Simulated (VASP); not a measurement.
# In3GaP4 (P1) in VASP: a series of runs

The runs below take In3GaP4 through single point, with PBEsol.

All numbers are computed with VASP 6.6.1; they aren't measurements. Logs are shortened: lines on timing, memory, paths and dates and some standing lists are left out, and cuts for length are marked.

**1. The cell of the first run**

The typed cell holds 8 atoms: a = 3.833 Å, b = 3.833 Å, c = 13.997 Å, α = 90.00°, β = 90.00°, γ = 120.00°.

**2. Single point, PBEsol**

The input, INCAR:

```
SYSTEM = In3GaP4
PREC     = Accurate       ! precision mode
ENCUT    = 520            ! plane-wave cutoff, eV
EDIFF    = 1E-7           ! SCF threshold, eV
ISMEAR   = -1             ! smearing method
SIGMA    = 0.05           ! smearing width, eV
LREAL    = .False.        ! projectors in reciprocal space
LASPH    = .True.         ! aspherical terms in the spheres
NELM     = 100            ! most SCF steps
ALGO     = Normal         ! electronic algorithm
ISIF     = 2              ! what is computed and relaxed
LWAVE    = .False.        ! write WAVECAR
LCHARG   = .False.        ! write CHGCAR
GGA      = PS             ! functional
NBANDS   = 46             ! bands
```

The input, KPOINTS:

```
regular mesh
0
Gamma
  1 1 1
  0 0 0
```

The input, POSCAR:

```
In3GaP4
1.0
    3.8334610000      0.0000000000      0.0000000000
   -1.9167310000      3.3198750000      0.0000000000
    0.0000000000      0.0000000000     13.9968150000
Ga In P
1 3 4
Direct
    0.3457450000      0.6170070000      0.9977900000
    0.2866750000      0.6886300000      0.4824490000
    0.6725340000      0.3685420000      0.2238570000
    0.6827920000      0.3113940000      0.7374980000
    0.3455830000      0.7324950000      0.1713500000
    0.3882830000      0.6436340000      0.6854580000
    0.6566390000      0.3132030000      0.4237170000
    0.6822950000      0.3065860000      0.9227480000
```

Potentials or basis: VASP PAW PBE potentials, release 64 (Ga_d, In_d, P).

On the command line:

```console
cat potpaw_PBE.64/Ga_d/POTCAR potpaw_PBE.64/In_d/POTCAR potpaw_PBE.64/P/POTCAR > POTCAR
mpirun -np 1 vasp_gam > vasp.out
```

OUTCAR:

```text
SYSTEM = In3GaP4
   PREC = Accurate
   ENCUT = 520
   EDIFF = 1E-7
   ISMEAR = -1
   LREAL = .False.
   LASPH = .True.
   NELM = 100
   ISIF = 2
   GGA = PS

 ion  position               nearest neighbor table
   1  0.346  0.617  0.998-   8 2.39   8 2.44   5 2.47   8 2.52
   2  0.287  0.689  0.482-   7 2.24   7 2.26   7 2.61   6 2.88
   3  0.673  0.369  0.224-   5 2.24   5 2.35   5 2.41   7 2.80
   4  0.683  0.311  0.737-   6 2.21   6 2.34   6 2.45   8 2.59
   5  0.346  0.732  0.171-   3 2.24   3 2.35   3 2.41   1 2.47
   6  0.388  0.644  0.685-   4 2.21   4 2.34   4 2.45   2 2.88
   7  0.657  0.313  0.424-   2 2.24   2 2.26   2 2.61   3 2.80
   8  0.682  0.307  0.923-   1 2.39   1 2.44   1 2.52   4 2.59

  LATTYP: Found a hexagonal cell.
 ALAT       =     3.8334610000
 C/A-ratio  =     3.6512214419

  Lattice vectors:

 A1 = (   3.8334610000,   0.0000000000,   0.0000000000)
 A2 = (  -1.9167310000,   3.3198750000,   0.0000000000)
 A3 = (   0.0000000000,   0.0000000000,  13.9968150000)

Analysis of symmetry for initial positions (statically):
=====================================================================
 Subroutine PRICEL returns:
 Original cell was already a primitive cell.

 Routine SETGRP: Setting up the symmetry group for a
 hexagonal supercell.

 Subroutine GETGRP returns: Found  1 space group operations
 (whereof  1 operations were pure point group operations)
 out of a pool of 24 trial point group operations.

The static configuration has the point symmetry C_1 .

Analysis of symmetry for dynamics (positions and initial velocities):
=====================================================================
 Subroutine PRICEL returns:
 Original cell was already a primitive cell.

 Routine SETGRP: Setting up the symmetry group for a
 hexagonal supercell.

 Subroutine GETGRP returns: Found  1 space group operations
 (whereof  1 operations were pure point group operations)
 out of a pool of 24 trial point group operations.

The dynamic configuration has the point symmetry C_1 .

 Subroutine INISYM returns: Found  1 space group operations
 (whereof  1 operations are pure point group operations),
 and found     1 'primitive' translations

----------------------------------------------------------------------------------------

                                     Primitive cell

  volume of cell :     178.1320

[... 80 lines left out ...]
   IBRION =     -1    ionic relax: 0-MD 1-quasi-New 2-CG
   NFREE  =      0    steps in history (QN), initial steepest desc. (CG)
   ISIF   =      2    stress and relaxation
   ISYM   =      2    0-nonsym 1-usesym 2-fastsym
   POTIM  = 0.5000    time-step for ionic-motion
   TEBEG  =    0.0;   TEEND  =   0.0 temperature during run
   PSTRESS=    0.0 pullay stress
   NELECT =      72.0000    total number of electrons
   NUPDOWN=      -1.0000    fix difference up-down
   EMIN   =  10.00;   EMAX   =-10.00  energy-range for DOS
   EFERMI =   0.00;   METHOD = LEGACY
   ISMEAR =    -1;   SIGMA  =   0.05  broadening in eV -4-tet -1-fermi 0-gaus
   EFERMI_NEDOS =   21; number of points for ismear=-14 and -15
   IALGO  =     38    algorithm
   IMIX   =      4    mixing-type and parameters
     AMIX     =   0.40;   BMIX     =  1.00
     AMIX_MAG =   1.60;   BMIX_MAG =  1.00
  volume/ion in A,a.u.               =      22.27       150.26
  Fermi-wavevector in a.u.,A,eV,Ry     =   1.210426  2.287374 19.934327  1.465132
  Thomas-Fermi vector in A             =   2.345973
   LORBIT       =      0    0 simple, 1 ext, 2 COOP (PROOUT), +10 PAW based schemes
   GGA     = PS    functional components
   LHFCALC =     F    Hartree Fock is set to
   AEXX    =    0.0000 exact exchange contribution
   IVDW    =     0    specifies the selected vdW correction
   LEPSILON=     F    determine dielectric tensor
   LRPA    =     F    only Hartree local field effects (RPA)
 non-spin polarized calculation
  energy-cutoff  :      520.00
  volume of cell :      178.13
 maximum number of plane-waves:      2400
 NGX is ok and might be reduce to    30
   NGX = 15   NGY = 15   NGZ = 53

 number of electron      72.0000006 magnetization

 Free energy of the ion-electron system (eV)
  ---------------------------------------------------
  ext. energy  EPLUGINS =         0.00000000
  ---------------------------------------------------
  free energy    TOTEN  =        -0.32837190 eV

  energy without entropy =       -0.18787838  energy(sigma->0) =       -0.25812514

 E-fermi :   6.9736     XC(G=0):  -9.7318

 val. band max:        6.8990952010   @ k =   0.0000   0.0000   0.0000
 cond. band min:       7.0197081766   @ k =   0.0000   0.0000   0.0000
 fundamental gap:      0.1206129755
 Fermi energy:         6.9735608135

 k-point     1 :       0.0000    0.0000    0.0000
  band No.  band energies     occupation
      1      -9.1988      2.00000
      2      -9.1256      2.00000
      3      -9.0391      2.00000
      4      -9.0314      2.00000
      5      -9.0248      2.00000
      6      -8.9829      2.00000
[... 38 lines left out ...]
     45      10.7041      0.00000
     46      10.9420      0.00000

------------------------ aborting loop because EDIFF is reached ----------------------------------------

  FORCE on cell =-STRESS in cart. coord.  units (eV):
  Direction    XX          YY          ZZ          XY          YZ          ZX
  --------------------------------------------------------------------------------------
  -------------------------------------------------------------------------------------
  Total       50.8306677     58.2745462     23.7764359     -0.0840809      0.6504847      2.3002402
  in kB      457.1875474    524.1402107    213.8529931     -0.7562510      5.8506708     20.6891080
  external PRESSURE =     398.3935837 kB  Pullay stress =       0.0000000 kB

 VOLUME and BASIS-vectors are now :
 -----------------------------------------------------------------------------
  energy-cutoff  :      520.00
  volume of cell :      178.13
      direct lattice vectors                 reciprocal lattice vectors
     3.833461000  0.000000000  0.000000000     0.260860877  0.150608119  0.000000000
    -1.916731000  3.319875000  0.000000000     0.000000000  0.301216160  0.000000000
     0.000000000  0.000000000 13.996815000     0.000000000  0.000000000  0.071444825

 POSITION                                       TOTAL-FORCE (eV/Angst)
 -----------------------------------------------------------------------------------
      0.14276      2.04839     13.96588         0.018734      0.171951      0.111633
     -0.22096      2.28617      6.75275         0.855292     -0.883775      3.781557
      1.87174      1.22351      3.13329        -0.113584      1.899476      3.734186
      2.02060      1.03379     10.32262         2.246723     -0.865191      3.290088
     -0.07922      2.43179      2.39835         0.003375     -1.775448     -3.760537
      0.25479      2.13678      9.59423        -2.282038      0.916281     -3.744147
      1.91687      1.03979      5.93069        -0.819112      0.785127     -3.771291
      2.02791      1.01783     12.91553         0.090610     -0.248421      0.358512
 -----------------------------------------------------------------------------------
    total drift:                               -0.001176     -0.000040      0.000590

  FREE ENERGIE OF THE ION-ELECTRON SYSTEM (eV)
  ---------------------------------------------------
  free  energy   TOTEN  =        -0.3283718997 eV

  energy  without entropy=       -0.1878783762  energy(sigma->0) =       -0.25812514
```

stdout:

```text
POSCAR found type information on POSCAR GaInP
 POSCAR found :  3 types and       8 ions
 scaLAPACK will be used
 -----------------------------------------------------------------------------
|                                                                             |
|                                                                             |
|     You enforced a specific xc type in the INCAR file but a different       |
|     I HOPE YOU KNOW WHAT YOU ARE DOING!                                     |
|                                                                             |
 -----------------------------------------------------------------------------

 LDA part: xc-table for (Slater+PW92), standard interpolation
 POSCAR, INCAR and KPOINTS ok, starting setup
 FFT: planning ... GRIDC
 FFT: planning ... GRID_SOFT
 FFT: planning ... GRID
 WAVECAR not read
 entering main loop
```

Run time: 63 s. Hardware: 1 thread of Intel Xeon 8259CL, shared host; peak memory 0.28 GiB.

Results:

```
Free energy   : -0.3284 eV
Pressure      : 39.8 GPa
Largest force : 4.479 eV/Å
```

Forces in eV/Å, atoms in the order of the input:
```
Ga   0.019  0.172  0.112
In   0.855 -0.884  3.782
In  -0.114  1.899  3.734
In   2.247 -0.865  3.290
P    0.003 -1.775 -3.761
P   -2.282  0.916 -3.744
P   -0.819  0.785 -3.771
P    0.091 -0.248  0.359
```

Stress tensor (GPa, compression positive):
```
45.72 -0.08  2.07
-0.08 52.41  0.59
 2.07  0.59 21.39
```

Caveat: the k points lie up to 1.89 Å⁻¹ apart, too coarse for converged energies, forces and pressures; the PAW data sets were made with another functional, which shifts forces and pressure a little; spin-orbit coupling is left out, which moves the levels of the heavy elements.

**3. Single point, PBEsol**

The input, INCAR:

```
PREC     = Accurate       # precision mode
ENCUT    = 520            # plane-wave cutoff, eV
EDIFF    = 1E-6           # SCF threshold, eV
ISMEAR   = -1             # smearing method
SIGMA    = 0.05           # smearing width, eV
LREAL    = False          # projectors in reciprocal space
LASPH    = True           # aspherical terms in the spheres
NELM     = 100            # most SCF steps
ALGO     = Normal         # electronic algorithm
ISIF     = 2              # what is computed and relaxed
LWAVE    = False          # write WAVECAR
LCHARG   = False          # write CHGCAR
GGA      = PS             # functional
NBANDS   = 46             # bands
NELECT   = 73.0
```

The input, KPOINTS:

```
Automatic mesh
0
Gamma
  2 2 2
```

POSCAR is that of step 2.

Potentials or basis: VASP PAW PBE potentials, release 64 (Ga_d, In_d, P).

On the command line:

```console
cat potpaw_PBE.64/Ga_d/POTCAR potpaw_PBE.64/In_d/POTCAR potpaw_PBE.64/P/POTCAR > POTCAR
mpirun -np 1 vasp_std > vasp.out
```

Wall time 2.9 min (1 thread of Intel Xeon 8259CL, shared host); peak memory 0.32 GiB.

It converged, with:

| Item | Value |
| --- | --- |
| Free energy | -22.7141 eV |
| Largest force | 4.065 eV/Å |

Forces in eV/Å, atoms in the order of the input:
```
Ga  -0.170  0.520 -0.708
In   2.133 -1.542  2.894
In  -0.420  1.959  2.783
In   2.630 -0.658  2.450
P    0.283 -1.979 -2.833
P   -2.671  0.688 -2.987
P   -2.059  1.476 -2.742
P    0.274 -0.463  1.142
```

Levels at points of the mesh, in eV from the Fermi level:
| k point | band 34 | band 35 | band 36 | band 37 | band 38 | band 39 |
| --- | --- | --- | --- | --- | --- | --- |
| (0.00, 0.00, 0.00) | -0.89 | -0.67 | -0.59 | -0.29 | 0.85 | 1.34 |
| (0.50, 0.00, 0.00) | -3.00 | -2.57 | -2.07 | 0.18 | 0.33 | 0.73 |
| (0.00, 0.50, 0.00) | -2.98 | -2.59 | -2.14 | 0.03 | 0.17 | 0.78 |
| (0.50, 0.50, 0.00) | -3.04 | -2.92 | -2.06 | -0.04 | 0.34 | 0.70 |
| (0.00, 0.00, 0.50) | -0.88 | -0.69 | -0.60 | 0.82 | 1.11 | 1.28 |
| (0.50, 0.00, 0.50) | -2.85 | -2.41 | -2.10 | -0.03 | 0.19 | 0.70 |
| (0.00, 0.50, 0.50) | -2.94 | -2.45 | -2.20 | 0.07 | 0.46 | 0.71 |
| (0.50, 0.50, 0.50) | -2.88 | -2.75 | -2.08 | -0.31 | 0.56 | 0.76 |

Caveat: the k points lie up to 0.95 Å⁻¹ apart, too coarse for converged energies and pressures of a metal; the cell carries a net charge on a neutralising background, which shifts energy and pressure; the cell is charged against a uniform background, so pressure and absolute levels hang on convention; the PAW data sets were made with another functional, which shifts forces and pressure a little; spin-orbit coupling is left out, which moves the levels of the heavy elements.
